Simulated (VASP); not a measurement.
# In (P6/mmm) in VASP: further runs

The runs below take In through single point, with PBE.

Program: VASP 6.6.1. These are calculated values, not measurements. Logs are shortened: lines on timing, memory, paths and dates and some standing lists are left out, and cuts for length are marked.

## Step 1: The cell of the first run

Symmetry: P6/mmm, No. 191, hexagonal system. Conventional cell: a = 3.207 Å, b = 3.207 Å, c = 3.042 Å, α = 90.00°, β = 90.00°, γ = 120.00°. In (site symmetry 6/mmm) has 8 In at 3.04 to 3.21 Å within 4.0 Å.

This isn't the form of In at room conditions, which is tetragonal.

## Step 2: Single point, PBE (27.10 Å³/atom)

POSCAR

```
In
1.0
    3.2073413872      0.0000000000      0.0000000000
   -1.6036706936      2.7776391199      0.0000000000
    0.0000000000      0.0000000000      3.0420314030
In
1
Direct
    0.0000000000      0.0000000000      0.0000000000
```

INCAR.step1

```
ALGO = Normal
EDIFF = 1E-7
ENCUT = 520
GGA = PE
ISIF = 2
ISMEAR = -1
LASPH = T
LCHARG = T
LREAL = F
LWAVE = F
NBANDS = 12
NELM = 80
PREC = Accurate
SIGMA = 0.1
```

KPOINTS.step1

```
k-points
0
Gamma
  15 15 14
```

INCAR.step2

```
ALGO = Normal
EDIFF = 1E-7
ENCUT = 520
GGA = PE
ICHARG = 11
ISIF = 2
ISMEAR = -5
LASPH = T
LCHARG = F
LORBIT = 11
LREAL = F
LWAVE = F
NBANDS = 12
NEDOS = 2001
NELM = 80
PREC = Accurate
SIGMA = 0.1
```

KPOINTS.step2

```
k-points
0
Gamma
  23 23 21
```

Potentials or basis: VASP PAW PBE potentials, release 64 (In_d).

On the command line:

```console
$ cat potpaw_PBE.64/In_d/POTCAR > POTCAR
$ cp INCAR.step1 INCAR
$ cp KPOINTS.step1 KPOINTS
$ mpirun -np 1 vasp_std > vasp.out
$ cp INCAR.step2 INCAR
$ cp KPOINTS.step2 KPOINTS
$ mpirun -np 1 vasp_std > vasp.out
```

OUTCAR:

```text
EDIFF = 1E-7
   ENCUT = 520
   GGA = PE
   ICHARG = 11
   ISIF = 2
   ISMEAR = -5
   LASPH = T
   LORBIT = 11
   LREAL = F
   NELM = 80
   PREC = Accurate

 ion  position               nearest neighbor table
   1  0.000  0.000  0.000-

  LATTYP: Found a hexagonal cell.
 ALAT       =     3.2073413872
 C/A-ratio  =     0.9484588747

  Lattice vectors:

 A1 = (   3.2073413872,   0.0000000000,   0.0000000000)
 A2 = (  -1.6036706936,   2.7776391199,   0.0000000000)
 A3 = (   0.0000000000,   0.0000000000,   3.0420314030)

Analysis of symmetry for initial positions (statically):
=====================================================================
 Subroutine PRICEL returns:
 Original cell was already a primitive cell.

 Routine SETGRP: Setting up the symmetry group for a
 hexagonal supercell.

 Subroutine GETGRP returns: Found 24 space group operations
 (whereof 24 operations were pure point group operations)
 out of a pool of 24 trial point group operations.

The static configuration has the point symmetry D_6h.

Analysis of symmetry for dynamics (positions and initial velocities):
=====================================================================
 Subroutine PRICEL returns:
 Original cell was already a primitive cell.

 Routine SETGRP: Setting up the symmetry group for a
 hexagonal supercell.

 Subroutine GETGRP returns: Found 24 space group operations
 (whereof 24 operations were pure point group operations)
 out of a pool of 24 trial point group operations.

The dynamic configuration has the point symmetry D_6h.

 Subroutine INISYM returns: Found 24 space group operations
 (whereof 24 operations are pure point group operations),
 and found     1 'primitive' translations

----------------------------------------------------------------------------------------

                                     Primitive cell

  volume of cell :      27.1010

  direct lattice vectors                    reciprocal lattice vectors
     3.207341387  0.000000000  0.000000000     0.311784709  0.180008985  0.000000000
    -1.603670694  2.777639120  0.000000000     0.000000000  0.360017971  0.000000000
     0.000000000  0.000000000  3.042031403     0.000000000  0.000000000  0.328727704

  length of vectors
     3.207341387  3.207341387  3.042031403     0.360017971  0.360017971  0.328727704

  position of ions in fractional coordinates (direct lattice)
     0.000000000  0.000000000  0.000000000

  ion indices of the primitive-cell ions
   primitive index   ion index
                 1           1

----------------------------------------------------------------------------------------

 KPOINTS: k-points

Automatic generation of k-mesh.
 Grid dimensions read from file:
 generate k-points for:   23   23   21

 Generating k-lattice:

  Cartesian coordinates                     Fractional coordinates (reciprocal lattice)
     0.013555857  0.007826478  0.000000000     0.043478261  0.000000000  0.000000000
     0.000000000  0.015652955  0.000000000     0.000000000  0.043478261  0.000000000
     0.000000000  0.000000000  0.015653700     0.000000000  0.000000000  0.047619048

  Length of vectors
     0.015652955  0.015652955  0.015653700

  Shift w.r.t. Gamma in fractional coordinates (k-lattice)
     0.000000000  0.000000000  0.000000000

 TETIRR: Found  11086 inequivalent tetrahedra from    66654

 Subroutine IBZKPT returns following result:
 ===========================================

 Found    616 irreducible k-points:

 Following reciprocal coordinates:
            Coordinates               Weight
  0.000000  0.000000  0.000000      1.000000
  0.043478 -0.000000  0.000000      6.000000
  0.086957  0.000000  0.000000      6.000000
  0.130435  0.000000  0.000000      6.000000
  0.173913 -0.000000  0.000000      6.000000
  0.217391 -0.000000  0.000000      6.000000
[... 16 lines left out ...]
  0.478261  0.043478  0.000000      6.000000
  0.086957  0.086957  0.000000      6.000000
 [... further k-points ...]
   k-points           NKPTS =    616   k-points in BZ     NKDIM =    616   number of bands    NBANDS=     12
   number of dos      NEDOS =   2001   number of ions     NIONS =      1
   total plane-waves  NPLWV =  13824
   dimension x,y,z NGX =    24 NGY =   24 NGZ =   24
   dimension x,y,z NGXF=    48 NGYF=   48 NGZF=   48
   ions per type =               1
   NGX,Y,Z   is equivalent  to a cutoff of  12.44, 12.44, 13.12 a.u.
   NGXF,Y,Z  is equivalent  to a cutoff of  24.88, 24.88, 26.23 a.u.
 SYSTEM =  unknown system
   PREC   = accura    normal or accurate (medium, high low for compatibility)
   ISTART =      0    job   : 0-new  1-cont  2-samecut
   ICHARG =     11    charge: 1-file 2-atom 10-const
   ISPIN  =      1    spin polarized calculation?
   LNONCOLLINEAR =      F non collinear calculations
   LSORBIT =      F    spin-orbit coupling
   LASPH  =      T    aspherical Exc in radial PAW
   ENCUT  =  520.0 eV  38.22 Ry    6.18 a.u.   5.96  5.96  5.66*2*pi/ulx,y,z
   NELM   =     80;   NELMIN=  2; NELMDL=  0     # of ELM steps
   EDIFF  = 0.1E-06   stopping-criterion for ELM
   LREAL  =      F    real-space projection
   EDIFFG = 0.1E-05   stopping-criterion for IOM
   NSW    =      0    number of steps for IOM
   IBRION =     -1    ionic relax: 0-MD 1-quasi-New 2-CG
   NFREE  =      0    steps in history (QN), initial steepest desc. (CG)
   ISIF   =      2    stress and relaxation
   ISYM   =      2    0-nonsym 1-usesym 2-fastsym
   POTIM  = 0.5000    time-step for ionic-motion
   TEBEG  =    0.0;   TEEND  =   0.0 temperature during run
   PSTRESS=    0.0 pullay stress
   NELECT =      13.0000    total number of electrons
   NUPDOWN=      -1.0000    fix difference up-down
   EMIN   =  10.00;   EMAX   =-10.00  energy-range for DOS
   EFERMI =   0.00;   METHOD = LEGACY
   ISMEAR =    -5;   SIGMA  =   0.10  broadening in eV -4-tet -1-fermi 0-gaus
   EFERMI_NEDOS =   21; number of points for ismear=-14 and -15
   IALGO  =     38    algorithm
   IMIX   =      4    mixing-type and parameters
     AMIX     =   0.40;   BMIX     =  1.00
     AMIX_MAG =   1.60;   BMIX_MAG =  1.00
  volume/ion in A,a.u.               =      27.10       182.89
  Fermi-wavevector in a.u.,A,eV,Ry     =   1.281527  2.421735 22.344999  1.642311
  Thomas-Fermi vector in A             =   2.413892
   LORBIT       =     11    0 simple, 1 ext, 2 COOP (PROOUT), +10 PAW based schemes
   GGA     = PE    functional components
   LHFCALC =     F    Hartree Fock is set to
   AEXX    =    0.0000 exact exchange contribution
   IVDW    =     0    specifies the selected vdW correction
   LEPSILON=     F    determine dielectric tensor
   LRPA    =     F    only Hartree local field effects (RPA)
 non-spin polarized calculation
 Fermi weights with tetrahedron method with Bloechl corrections
  energy-cutoff  :      520.00
  volume of cell :       27.10
 maximum number of plane-waves:       741
 NGX is ok and might be reduce to    24

 number of electron      12.9999999 magnetization

 Free energy of the ion-electron system (eV)
  ---------------------------------------------------
  ext. energy  EPLUGINS =         0.00000000
  ---------------------------------------------------
  free energy    TOTEN  =        -2.50307209 eV

  energy without entropy =       -2.50307209  energy(sigma->0) =       -2.50307209

 E-fermi :   7.0250     XC(G=0): -10.0444

 val. band max:        7.0642299396   @ k =   0.4348  -0.0000   0.4286
 cond. band min:       7.0129835374   @ k =   0.3478  -0.0000   0.0000
 fundamental gap:     -0.0512464022
 Fermi energy:         7.0250460309

 k-point     1 :       0.0000    0.0000    0.0000
  band No.  band energies     occupation
      1      -7.9629      2.00000
      2      -7.6055      2.00000
      3      -7.6055      2.00000
      4      -7.2478      2.00000
      5      -7.2478      2.00000
      6      -2.2905      2.00000
      7      14.1491      0.00000
      8      16.6372      0.00000
      9      16.6372      0.00000
     10      17.5622      0.00000
     11      18.8042      0.00000
     12      20.7487      0.00000

 k-point     2 :       0.0435   -0.0000    0.0000
  band No.  band energies     occupation
      1      -7.9591      2.00000
      2      -7.6075      2.00000
      3      -7.5984      2.00000
      4      -7.2512      2.00000
      5      -7.2486      2.00000
      6      -2.2513      2.00000
      7      14.1955      0.00000
      8      16.1399      0.00000
      9      16.4602      0.00000
     10      17.6176      0.00000
     11      18.4918      0.00000
     12      20.9806      0.00000

 k-point     3 :       0.0870    0.0000    0.0000
  band No.  band energies     occupation
      1      -7.9483      2.00000
      2      -7.6132      2.00000
      3      -7.5777      2.00000
      4      -7.2610      2.00000
      5      -7.2508      2.00000
      6      -2.1330      2.00000
      7      14.3342      0.00000
      8      15.0105      0.00000
      9      16.0198      0.00000
     10      17.6621      0.00000
     11      18.0943      0.00000
     12      21.5704      0.00000
[... 286 lines left out ...]
 k-point    23 :       0.4783    0.0435    0.0000
  band No.  band energies     occupation
      1      -7.8768      2.00000
      2      -7.6233      2.00000
      3      -7.4237      2.00000
      4      -7.2910      2.00000
      5      -7.2143      2.00000
      6       2.6092      2.00000
      7       3.7987      2.00000
      8      11.9899      0.00000
      9      16.3672      0.00000
     10      18.3820      0.00000
     11      19.9802      0.00000
     12      22.3439      0.00000

 k-point    24 :       0.0870    0.0870    0.0000
  band No.  band energies     occupation
      1      -7.9228      2.00000
      2      -7.6259      2.00000
      3      -7.5273      2.00000
      4      -7.2846      2.00000
      5      -7.2571      2.00000
      6      -1.8152      2.00000
      7      13.3581      0.00000
      8      14.3651      0.00000
      9      14.6989      0.00000
     10      17.8985      0.00000
     11      18.4418      0.00000
     12      21.2872      0.00000

 [... further k-points ...]

------------------------ aborting loop because EDIFF is reached ----------------------------------------

  FORCE on cell =-STRESS in cart. coord.  units (eV):
  Direction    XX          YY          ZZ          XY          YZ          ZX
  --------------------------------------------------------------------------------------
  -------------------------------------------------------------------------------------
  Total        0.2912165      0.2912165      0.3096621      0.0000000      0.0000000      0.0000000
  in kB       17.2163828     17.2163828     18.3068619      0.0000000      0.0000000      0.0000000
  external PRESSURE =      17.5798758 kB  Pullay stress =       0.0000000 kB

 VOLUME and BASIS-vectors are now :
 -----------------------------------------------------------------------------
  energy-cutoff  :      520.00
  volume of cell :       27.10
      direct lattice vectors                 reciprocal lattice vectors
     3.207341387  0.000000000  0.000000000     0.311784709  0.180008985  0.000000000
    -1.603670694  2.777639120  0.000000000     0.000000000  0.360017971  0.000000000
     0.000000000  0.000000000  3.042031403     0.000000000  0.000000000  0.328727704

 POSITION                                       TOTAL-FORCE (eV/Angst)
 -----------------------------------------------------------------------------------
      0.00000      0.00000      0.00000         0.000000      0.000000      0.000000
 -----------------------------------------------------------------------------------
    total drift:                                0.000000     -0.000000     -0.000000

  FREE ENERGIE OF THE ION-ELECTRON SYSTEM (eV)
  ---------------------------------------------------
  free  energy   TOTEN  =        -2.5030720927 eV

  energy  without entropy=       -2.5030720927  energy(sigma->0) =       -2.50307209

 total charge

# of ion       s       p       d       tot
------------------------------------------
    1        0.982   0.539   9.845  11.366
```

Wall time 2.5 min (1 thread of Intel Xeon 8259CL, shared host); peak memory 0.31 GiB.

Results:

```yaml
Valence_electrons_inside_the_program's_atomic_spheres: In 11.37
```

Levels at points of the mesh, in eV from the Fermi level:
```csv
k point,band 4,band 5,band 6,band 7,band 8,band 9
"(0.00, 0.00, 0.00)",-14.27,-14.27,-9.32,7.12,9.61,9.61
```

Caveat: spin-orbit coupling is left out, which moves the levels of the heavy elements; tetrahedron occupations give inexact forces and stress in metals.

## Step 3: Single point, PBE

This run uses another cell than the first one, of 28.53 Å³/atom.

POSCAR

```
In
1.0
    3.2616547452      0.0000000000      0.0000000000
   -1.6308273726      2.8246758677      0.0000000000
    0.0000000000      0.0000000000      3.0963816757
In
1
Direct
    0.0000000000      0.0000000000      0.0000000000
```

INCAR.step1

```
SYSTEM = In
ALGO     = Normal         ! electronic algorithm
EDIFF    = 1E-7           ! SCF threshold, eV
ENCUT    = 520            ! plane-wave cutoff, eV
GGA      = PE             ! functional
ISIF     = 2              ! what is computed and relaxed
ISMEAR   = -1             ! smearing method
LASPH    = .True.         ! aspherical terms in the spheres
LCHARG   = .True.         ! write CHGCAR
LREAL    = .False.        ! projectors in reciprocal space
LWAVE    = .False.        ! write WAVECAR
NBANDS   = 12             ! bands
NELM     = 80             ! most SCF steps
PREC     = Accurate       ! precision mode
SIGMA    = 0.1            ! smearing width, eV
```

KPOINTS.step1

```
k-points
0
Gamma
  15 15 14
  0 0 0
```

INCAR.step2

```
SYSTEM = In
ALGO     = Normal         ! electronic algorithm
EDIFF    = 1E-7           ! SCF threshold, eV
ENCUT    = 520            ! plane-wave cutoff, eV
GGA      = PE             ! functional
ICHARG   = 11             ! starting density
ISIF     = 2              ! what is computed and relaxed
ISMEAR   = -5             ! smearing method
LASPH    = .True.         ! aspherical terms in the spheres
LCHARG   = .False.        ! write CHGCAR
LORBIT   = 10             ! projections on sites
LREAL    = .False.        ! projectors in reciprocal space
LWAVE    = .False.        ! write WAVECAR
NBANDS   = 12             ! bands
NEDOS    = 1001           ! points of the DOS
NELM     = 80             ! most SCF steps
PREC     = Accurate       ! precision mode
SIGMA    = 0.1            ! smearing width, eV
```

KPOINTS.step2

```
k-points
0
Gamma
  23 23 21
  0 0 0
```

Potentials or basis: VASP PAW PBE potentials, release 64 (In_d).

On the command line:

```console
$ cat potpaw_PBE.64/In_d/POTCAR > POTCAR
$ cp INCAR.step1 INCAR
$ cp KPOINTS.step1 KPOINTS
$ mpirun -np 1 vasp_std > vasp.out
$ cp INCAR.step2 INCAR
$ cp KPOINTS.step2 KPOINTS
$ mpirun -np 1 vasp_std > vasp.out
```

It took 2.1 min on 1 thread of Intel Xeon 8259CL, shared host; peak memory 0.32 GiB.

The run converged. Its results:

* Valence electrons inside the program's atomic spheres: In 11.34

Levels at points of the mesh, in eV from the Fermi level:
| k point | band 4 | band 5 | band 6 | band 7 | band 8 | band 9 |
| --- | --- | --- | --- | --- | --- | --- |
| (0.00, 0.00, 0.00) | -14.28 | -14.28 | -9.01 | 6.85 | 9.20 | 9.20 |

Caveat: spin-orbit coupling is left out, which moves the levels of the heavy elements; tetrahedron occupations give inexact forces and stress in metals.
